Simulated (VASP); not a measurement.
# BaTiO3 in VASP: a series of runs

BaTiO3 is run at these levels: PBE+D3(BJ); tasks: single point.

All numbers are computed with VASP 6.6.1; they aren't measurements. Logs are shortened: lines on timing, memory, paths and dates and some standing lists are left out, and cuts for length are marked.

### Step 1. The cell of the first run

The cell holds a slab with vacuum, 10 atoms: a = 5.643 Å, b = 5.666 Å, c = 15.593 Å, α = 90.00°, β = 90.00°, γ = 119.87°.

### Step 2. Single point, PBE+D3(BJ)

INCAR reads:

```
PREC = Accurate ; ENCUT = 520
EDIFF = 1E-6 ; ISMEAR = -1
SIGMA = 0.002 ; LREAL = F
LASPH = T ; NELM = 60
ALGO = Normal ; ISIF = 2
LWAVE = F ; LCHARG = T
GGA = PE ; IVDW = 12
LELF = T ; LVHAR = T
NBANDS = 51
```

KPOINTS reads:

```
regular mesh
0
Gamma
  2 2 1
```

POSCAR reads:

```
BaTiO3
1.0
    5.6433910000      0.0000000000      0.0000000000
   -2.8216950000      4.9139330000      0.0000000000
    0.0000000000      0.0000000000     15.5925150000
Ba Ti O
2 2 6
Direct
    0.0000000000      0.0000000000      0.0641333358
    0.7381007413      0.3842339731      0.1642582996
    0.3835449651      0.6788452346      0.2202018084
    1.1110674125      1.1069544497      0.2899339844
    0.3566381945      0.4830957199      0.1002596438
    0.2245805392      0.8880462961      0.1782457801
    0.7819976075      0.9489750878      0.2155329015
    1.1381514339      0.9344856757      0.3686320007
    1.1104934758      0.4706209873      0.2813978374
    0.4782869866      0.3955283884      0.2624336100
```

Potentials or basis: VASP PAW PBE potentials, release 64 (Ba_sv, Ti_sv, O).

The run is started by

```sh
> cat potpaw_PBE.64/Ba_sv/POTCAR potpaw_PBE.64/Ti_sv/POTCAR potpaw_PBE.64/O/POTCAR > POTCAR
> mpirun -np 1 vasp_std > vasp.out
```

OUTCAR:

```text
PREC = Accurate
   ENCUT = 520
   EDIFF = 1E-6
   ISMEAR = -1
   LREAL = F
   LASPH = T
   NELM = 60
   ISIF = 2
   GGA = PE
   IVDW = 12
 IVDW          = 12

 ion  position               nearest neighbor table
   1  0.000  0.000  0.064-   6 2.44   5 2.52   7 2.61   2 3.41   2 3.55   4 3.57   2 3.94
   2  0.738  0.384  0.164-  10 2.14   9 2.64   5 2.67   7 2.72   6 2.82   6 2.87   7 3.19   3 3.28
                             3 3.30   1 3.41   1 3.55   3 3.57   4 3.65   4 3.75   1 3.94
   3  0.384  0.679  0.220-   9 1.69   6 1.92   7 1.99  10 2.04   5 2.14   2 3.28   2 3.30   2 3.57

   4  0.111  0.107  0.290-   8 1.62  10 1.94   7 1.99   9 2.07   6 2.40   1 3.57   2 3.65   2 3.75

   5  0.357  0.483  0.100-   3 2.14   1 2.52   2 2.67
   6  0.225  0.888  0.178-   3 1.92   4 2.40   1 2.44   2 2.82   2 2.87
   7  0.782  0.949  0.216-   4 1.99   3 1.99   1 2.61   2 2.72   2 3.19
   8  0.138  0.934  0.369-   4 1.62
   9  0.110  0.471  0.281-   3 1.69   4 2.07   2 2.64
  10  0.478  0.396  0.262-   4 1.94   3 2.04   2 2.14

  LATTYP: Found a base centered orthorhombic cell.
 ALAT       =     5.6433910000
 B/A-ratio  =     1.7414823818
 C/A-ratio  =     2.7629691085

  Lattice vectors:

 A1 = (   2.8216950000,  -4.9139330000,   0.0000000000)
 A2 = (   2.8216960000,   4.9139330000,   0.0000000000)
 A3 = (   0.0000000000,   0.0000000000,  15.5925150000)

Analysis of symmetry for initial positions (statically):
=====================================================================
 Subroutine PRICEL returns:
 Original cell was already a primitive cell.

 Routine SETGRP: Setting up the symmetry group for a
 base centered orthorhombic supercell.

 Subroutine GETGRP returns: Found  1 space group operations
 (whereof  1 operations were pure point group operations)
 out of a pool of  8 trial point group operations.

The static configuration has the point symmetry C_1 .

Analysis of symmetry for dynamics (positions and initial velocities):
=====================================================================
 Subroutine PRICEL returns:
 Original cell was already a primitive cell.

 Routine SETGRP: Setting up the symmetry group for a
 base centered orthorhombic supercell.

 Subroutine GETGRP returns: Found  1 space group operations
 (whereof  1 operations were pure point group operations)
 out of a pool of  8 trial point group operations.

The dynamic configuration has the point symmetry C_1 .

 Subroutine INISYM returns: Found  1 space group operations
 (whereof  1 operations are pure point group operations),
 and found     1 'primitive' translations

----------------------------------------------------------------------------------------

                                     Primitive cell

  volume of cell :     432.3999

  direct lattice vectors                    reciprocal lattice vectors
     5.643391000  0.000000000  0.000000000     0.177198426  0.101751471  0.000000000
    -2.821695000  4.913933000  0.000000000     0.000000000  0.203502978  0.000000000
     0.000000000  0.000000000 15.592515000     0.000000000  0.000000000  0.064133336

  length of vectors
     5.643391000  5.666453935 15.592515000     0.204334637  0.203502978  0.064133336

  position of ions in fractional coordinates (direct lattice)
     0.000000000  0.000000000  0.064133336
     0.738100741  0.384233973  0.164258300
     0.383544965  0.678845235  0.220201808
     0.111067412  0.106954450  0.289933984
     0.356638195  0.483095720  0.100259644
     0.224580539  0.888046296  0.178245780
     0.781997608  0.948975088  0.215532901
     0.138151434  0.934485676  0.368632001
     0.110493476  0.470620987  0.281397837
     0.478286987  0.395528388  0.262433610

  ion indices of the primitive-cell ions
   primitive index   ion index
                 1           1
                 2           2
                 3           3
                 4           4
                 5           5
                 6           6
                 7           7
                 8           8
                 9           9
                10          10

----------------------------------------------------------------------------------------

 KPOINTS: regular mesh

Automatic generation of k-mesh.
 Grid dimensions read from file:
 generate k-points for:    2    2    1

 Generating k-lattice:

  Cartesian coordinates                     Fractional coordinates (reciprocal lattice)
     0.088599213  0.050875736  0.000000000     0.500000000 -0.000000000  0.000000000
     0.000000000  0.101751489  0.000000000     0.000000000  0.500000000  0.000000000
     0.000000000  0.000000000  0.064133336     0.000000000  0.000000000  1.000000000

  Length of vectors
     0.102167319  0.101751489  0.064133336

  Shift w.r.t. Gamma in fractional coordinates (k-lattice)
     0.000000000  0.000000000  0.000000000

 Subroutine IBZKPT returns following result:
 ===========================================

 Found      4 irreducible k-points:

 Following reciprocal coordinates:
            Coordinates               Weight
  0.000000  0.000000  0.000000      1.000000
  0.500000  0.000000  0.000000      1.000000
  0.500000  0.500000  0.000000      1.000000
  0.000000  0.500000  0.000000      1.000000
   k-points           NKPTS =      4   k-points in BZ     NKDIM =      4   number of bands    NBANDS=     51
   number of dos      NEDOS =    301   number of ions     NIONS =     10
   total plane-waves  NPLWV = 211680
   dimension x,y,z NGX =    42 NGY =   42 NGZ =  120
   dimension x,y,z NGXF=    84 NGYF=   84 NGZF=  240
   ions per type =               2   2   6
   NGX,Y,Z   is equivalent  to a cutoff of  12.37, 12.32, 12.79 a.u.
   NGXF,Y,Z  is equivalent  to a cutoff of  24.75, 24.64, 25.59 a.u.
 SYSTEM =  unknown system
   PREC   = accura    normal or accurate (medium, high low for compatibility)
   ISTART =      0    job   : 0-new  1-cont  2-samecut
   ICHARG =      2    charge: 1-file 2-atom 10-const
   ISPIN  =      1    spin polarized calculation?
   LNONCOLLINEAR =      F non collinear calculations
   LSORBIT =      F    spin-orbit coupling
   LASPH  =      T    aspherical Exc in radial PAW
   ENCUT  =  520.0 eV  38.22 Ry    6.18 a.u.  10.49 10.54 28.99*2*pi/ulx,y,z
   NELM   =     60;   NELMIN=  2; NELMDL= -5     # of ELM steps
   EDIFF  = 0.1E-05   stopping-criterion for ELM
   LREAL  =      F    real-space projection
   EDIFFG = 0.1E-04   stopping-criterion for IOM
   NSW    =      0    number of steps for IOM
   IBRION =     -1    ionic relax: 0-MD 1-quasi-New 2-CG
   NFREE  =      0    steps in history (QN), initial steepest desc. (CG)
   ISIF   =      2    stress and relaxation
   ISYM   =      2    0-nonsym 1-usesym 2-fastsym
   POTIM  = 0.5000    time-step for ionic-motion
   TEBEG  =    0.0;   TEEND  =   0.0 temperature during run
   PSTRESS=    0.0 pullay stress
   NELECT =      80.0000    total number of electrons
   NUPDOWN=      -1.0000    fix difference up-down
   EMIN   =  10.00;   EMAX   =-10.00  energy-range for DOS
   EFERMI =   0.00;   METHOD = LEGACY
   ISMEAR =    -1;   SIGMA  =   0.00  broadening in eV -4-tet -1-fermi 0-gaus
   EFERMI_NEDOS =   21; number of points for ismear=-14 and -15
   IALGO  =     38    algorithm
   IMIX   =      4    mixing-type and parameters
     AMIX     =   0.40;   BMIX     =  1.00
     AMIX_MAG =   1.60;   BMIX_MAG =  1.00
  volume/ion in A,a.u.               =      43.24       291.80
  Fermi-wavevector in a.u.,A,eV,Ry     =   0.932845  1.762822 11.839796  0.870200
  Thomas-Fermi vector in A             =   2.059485
   LORBIT       =      0    0 simple, 1 ext, 2 COOP (PROOUT), +10 PAW based schemes
   GGA     = PE    functional components
   LHFCALC =     F    Hartree Fock is set to
   AEXX    =    0.0000 exact exchange contribution
   IVDW    =    12    specifies the selected vdW correction
   LEPSILON=     F    determine dielectric tensor
   LRPA    =     F    only Hartree local field effects (RPA)
 non-spin polarized calculation
  energy-cutoff  :      520.00
  volume of cell :      432.40
 maximum number of plane-waves:     11673
 NGX is ok and might be reduce to    42
   NGX = 21   NGY = 21   NGZ = 57

 number of electron      79.9999994 magnetization

 Free energy of the ion-electron system (eV)
  ---------------------------------------------------
  ext. energy  EPLUGINS =         0.00000000
  ---------------------------------------------------
  free energy    TOTEN  =       -73.00071740 eV

  energy without entropy =      -73.00071740  energy(sigma->0) =      -73.00071740

 E-fermi :  -1.9885     XC(G=0):  -4.4120

 val. band max:       -2.1122489503   @ k =   0.0000   0.0000   0.0000
 cond. band min:      -0.6090503995   @ k =   0.0000   0.0000   0.0000
 fundamental gap:      1.5031985508
 Fermi energy:        -1.9885420000

 k-point     1 :       0.0000    0.0000    0.0000
  band No.  band energies     occupation
      1     -58.2966      2.00000
      2     -57.4262      2.00000
      3     -34.7651      2.00000
      4     -34.5896      2.00000
      5     -34.5646      2.00000
      6     -33.9059      2.00000
[... 43 lines left out ...]
     50       2.5019      0.00000
     51       2.7364      0.00000

 k-point     2 :       0.5000    0.0000    0.0000
  band No.  band energies     occupation
      1     -58.2965      2.00000
      2     -57.4262      2.00000
      3     -34.7652      2.00000
      4     -34.5895      2.00000
      5     -34.5667      2.00000
      6     -33.9032      2.00000
[... 43 lines left out ...]
     50       2.4231      0.00000
     51       2.5063      0.00000

 k-point     3 :       0.5000    0.5000    0.0000
  band No.  band energies     occupation
      1     -58.2965      2.00000
      2     -57.4262      2.00000
      3     -34.7659      2.00000
      4     -34.5896      2.00000
      5     -34.5653      2.00000
      6     -33.9057      2.00000
[... 43 lines left out ...]
     50       2.3661      0.00000
     51       2.6129      0.00000

 k-point     4 :       0.0000    0.5000    0.0000
  band No.  band energies     occupation
      1     -58.2965      2.00000
      2     -57.4263      2.00000
      3     -34.7658      2.00000
      4     -34.5896      2.00000
      5     -34.5658      2.00000
      6     -33.9031      2.00000
[... 43 lines left out ...]
     50       2.3035      0.00000
     51       2.6094      0.00000

------------------------ aborting loop because EDIFF is reached ----------------------------------------

 Edisp (eV)   -1.35599

 E8    (eV) :    -0.6331

  FORCE on cell =-STRESS in cart. coord.  units (eV):
  Direction    XX          YY          ZZ          XY          YZ          ZX
  --------------------------------------------------------------------------------------
  -------------------------------------------------------------------------------------
  Total       8.27268     2.17866     2.24554    -0.92823    -3.49284    -2.27085
  in kB      30.65288     8.07264     8.32042    -3.43940   -12.94206    -8.41421
  external pressure =       15.68 kB  Pullay stress =        0.00 kB

 VOLUME and BASIS-vectors are now :
 -----------------------------------------------------------------------------
  energy-cutoff  :      520.00
  volume of cell :      432.40
      direct lattice vectors                 reciprocal lattice vectors
     5.643391000  0.000000000  0.000000000     0.177198426  0.101751471  0.000000000
    -2.821695000  4.913933000  0.000000000     0.000000000  0.203502978  0.000000000
     0.000000000  0.000000000 15.592515000     0.000000000  0.000000000  0.064133336

 POSITION                                       TOTAL-FORCE (eV/Angst)
 -----------------------------------------------------------------------------------
      0.00000      0.00000      1.00000         0.239020      0.581364      0.398941
      3.08120      1.88810      2.56120         1.395484     -0.631976     -0.954616
      0.24900      3.33580      3.43350         1.857506     -0.001715     -2.077322
      0.32500      0.52557      4.52080         0.829435      1.266538     -1.948444
      0.64950      2.37390      1.56330        -0.773330      0.604937      0.359797
     -1.23840      4.36380      2.77930         0.270566      0.485262     -0.313477
      1.73540      4.66320      3.36070        -0.647631     -0.303047     -0.191080
     -1.85719      4.59200      5.74790         0.002281     -0.485855      1.264505
     -0.70439      2.31260      4.38770        -2.046406     -1.551723      1.635795
      1.58310      1.94360      4.09200        -1.126925      0.036215      1.825903
 -----------------------------------------------------------------------------------
    total drift:                                0.001053      0.000331     -0.000163

  FREE ENERGIE OF THE ION-ELECTRON SYSTEM (eV)
  ---------------------------------------------------
  free  energy   TOTEN  =       -74.3567101475 eV

  energy  without entropy=      -74.3567101475  energy(sigma->0) =      -74.35671015
```

Run time: 2.6 min. Hardware: 1 thread of Intel Xeon 6975P-C (Granite Rapids), shared host; peak memory 0.49 GiB.

Results:

```yaml
Free_energy: -74.3567 eV
Largest_force: 3.045 eV/Å
Band_gap_on_the_k_mesh: 1.50 eV, direct
Dispersion_energy_per_atom: -0.136 eV
```

Forces on the atoms (eV/Å):
```
Ba   0.239  0.581  0.399
Ba   1.395 -0.632 -0.955
Ti   1.858 -0.002 -2.077
Ti   0.829  1.267 -1.948
O   -0.773  0.605  0.360
O    0.271  0.485 -0.313
O   -0.648 -0.303 -0.191
O    0.002 -0.486  1.265
O   -2.046 -1.552  1.636
O   -1.127  0.036  1.826
```

Levels at points of the mesh, in eV from the valence-band top:
```tsv
k point	band 38	band 39	band 40	band 41	band 42	band 43
(0.00, 0.00, 0.00)	-0.51	-0.38	0.00	1.50	2.80	3.09
(0.50, 0.00, 0.00)	-0.63	-0.25	-0.16	2.44	2.83	3.19
(0.50, 0.50, 0.00)	-0.51	-0.39	-0.01	2.38	2.92	3.18
(0.00, 0.50, 0.00)	-0.50	-0.30	-0.07	2.36	2.71	3.21
```

Caveat: the k points lie up to 0.64 Å⁻¹ apart; spin-orbit coupling is left out, which moves the levels of the heavy elements.

### Step 3. Single point, PBE+D3(BJ)

INCAR reads:

```
SYSTEM = BaTiO3
ALGO     = Normal         ! electronic algorithm
EDIFF    = 1E-7           ! SCF threshold, eV
ENCUT    = 520            ! plane-wave cutoff, eV
GGA      = PE             ! functional
ISIF     = 2              ! what is computed and relaxed
ISMEAR   = -1             ! smearing method
IVDW     = 12             ! dispersion correction
LASPH    = .TRUE.         ! aspherical terms in the spheres
LCHARG   = .FALSE.        ! write CHGCAR
LREAL    = .FALSE.        ! projectors in reciprocal space
LWAVE    = .FALSE.        ! write WAVECAR
NBANDS   = 51             ! bands
NELM     = 60             ! most SCF steps
PREC     = Accurate       ! precision mode
SIGMA    = 0.002          ! smearing width, eV
```

KPOINTS reads:

```
k-points
0
G
  2 2 1
  0 0 0
```

POSCAR reads:

```
BaTiO3
1.0
    5.6433910000      0.0000000000      0.0000000000
   -2.8216950000      4.9139330000      0.0000000000
    0.0000000000      0.0000000000     15.5925150000
Ba Ti O
2 2 6
Direct
    0.0000000000      0.0000000000      0.0641333358
    0.7983481034      0.3758700007      0.1692093931
    0.4175402466      0.6543027754      0.2135960748
    1.2353198678      1.1291769749      0.2917553711
    0.2760143974      0.4566606830      0.1039408973
    0.3074639359      0.9598624971      0.1912776739
    0.7902371291      0.9322471430      0.1901681672
    1.1574263449      0.9899402373      0.3837546412
    1.1185609738      0.3977669211      0.2756963838
    0.5687948271      0.4319147209      0.2911076244
```

Potentials or basis: VASP PAW PBE potentials, release 64 (Ba_sv, Ti_sv, O).

The run is started by

```sh
> cat potpaw_PBE.64/Ba_sv/POTCAR potpaw_PBE.64/Ti_sv/POTCAR potpaw_PBE.64/O/POTCAR > POTCAR
> mpirun -np 1 vasp_std > vasp.out
```

Run time: 3.2 min. Hardware: 1 thread of Intel Xeon 6975P-C (Granite Rapids), shared host; peak memory 0.51 GiB.

The run converged. Its results:

* Free energy: -73.7557 eV
* Largest force: 3.130 eV/Å
* Band gap on the k mesh: 0.94 eV, indirect (least direct gap 1.13 eV)
* Dispersion energy per atom: -0.134 eV

Forces in eV/Å, atoms in the order of the input:
```
Ba   1.723 -0.620 -1.353
Ba  -1.478  0.336  0.245
Ti  -0.499 -0.331  0.372
Ti  -1.775  0.272 -1.888
O    0.984  1.893  0.916
O    1.148 -2.146 -0.323
O   -0.529 -1.563  0.967
O    0.291 -1.555  2.700
O   -0.069  1.543 -0.356
O    0.204  2.172 -1.281
```

Levels at points of the mesh, in eV from the valence-band top:
```csv
k point,band 37,band 38,band 39,band 40,band 41,band 42,band 43,band 44
"(0.00, 0.00, 0.00)",-0.88,-0.47,-0.46,-0.19,0.94,2.02,2.26,2.45
"(0.50, 0.00, 0.00)",-0.79,-0.56,-0.42,-0.05,1.66,2.19,2.37,2.65
"(0.50, 0.50, 0.00)",-0.75,-0.49,-0.40,-0.20,1.76,2.15,2.44,2.58
"(0.00, 0.50, 0.00)",-1.05,-0.47,-0.36,0.00,1.72,2.05,2.30,2.40
```

Caveat: the k points lie up to 0.64 Å⁻¹ apart; spin-orbit coupling is left out, which moves the levels of the heavy elements.

### Step 4. Single point, PBE+D3(BJ)

INCAR reads:

```
PREC = Accurate
ENCUT = 520
EDIFF = 1E-6
ISMEAR = -1
SIGMA = 0.002
LREAL = False
LASPH = True
NELM = 60
ALGO = Normal
ISIF = 2
LWAVE = False
LCHARG = True
GGA = PE
IVDW = 12
LELF = True
LVHAR = True
NBANDS = 51
```

KPOINTS reads:

```
Automatic mesh
0
Gamma
  2 2 1
```

POSCAR reads:

```
BaTiO3
1.0
    5.6433910000      0.0000000000      0.0000000000
   -2.8216950000      4.9139330000      0.0000000000
    0.0000000000      0.0000000000     15.5925150000
Ba Ti O
2 2 6
Direct
    0.0000000000      0.0000000000      0.0641333358
    0.8107594353      0.3674856780      0.1776172734
    0.4575099923      0.6569483141      0.2152763682
    1.2240427265      1.1157661287      0.2977454246
    0.4271686770      0.5280088271      0.0960973903
    0.3668448172      0.9147865874      0.2086129146
    0.8577301304      0.8950671489      0.2040979278
    1.2247234352      1.0334898746      0.3947855750
    1.1570937844      0.4434329894      0.2707965970
    0.5645409625      0.4158583359      0.2802370240
```

The run is started by

```sh
> cat potpaw_PBE.64/Ba_sv/POTCAR potpaw_PBE.64/Ti_sv/POTCAR potpaw_PBE.64/O/POTCAR > POTCAR
> mpirun -np 1 vasp_std > vasp.out
```

Wall time 2.8 min (1 thread of Intel Xeon 6975P-C (Granite Rapids), shared host); peak memory 0.51 GiB.

Results (log left out):

| Quantity | Value |
| --- | --- |
| Free energy | -74.0280 eV |
| Largest force | 3.494 eV/Å |
| Band gap on the k mesh | 1.32 eV, indirect (least direct gap 1.44 eV) |
| Dispersion energy per atom | -0.134 eV |

Forces in eV/Å, atoms in the order of the input:
```
Ba   1.045 -0.053 -0.001
Ba  -0.395 -0.235 -1.297
Ti   2.275  0.097 -1.331
Ti  -0.908  0.240 -3.365
O   -0.333 -0.270  0.416
O   -1.756  1.789 -0.333
O    0.364  0.807  0.492
O    0.127 -0.974  2.676
O   -0.378 -2.285  1.985
O   -0.040  0.884  0.759
```

Levels at points of the mesh, in eV from the valence-band top:
```csv
k point,band 37,band 38,band 39,band 40,band 41,band 42,band 43,band 44
"(0.00, 0.00, 0.00)",-0.59,-0.40,-0.34,-0.11,1.32,2.87,2.95,3.58
"(0.50, 0.00, 0.00)",-0.63,-0.58,-0.14,-0.12,2.09,2.85,3.46,3.64
"(0.50, 0.50, 0.00)",-0.56,-0.44,-0.27,-0.10,2.25,3.05,3.17,3.80
"(0.00, 0.50, 0.00)",-0.68,-0.51,-0.18,0.00,2.11,2.63,3.32,3.55
```

Caveat: the k points lie up to 0.64 Å⁻¹ apart; spin-orbit coupling is left out, which moves the levels of the heavy elements.
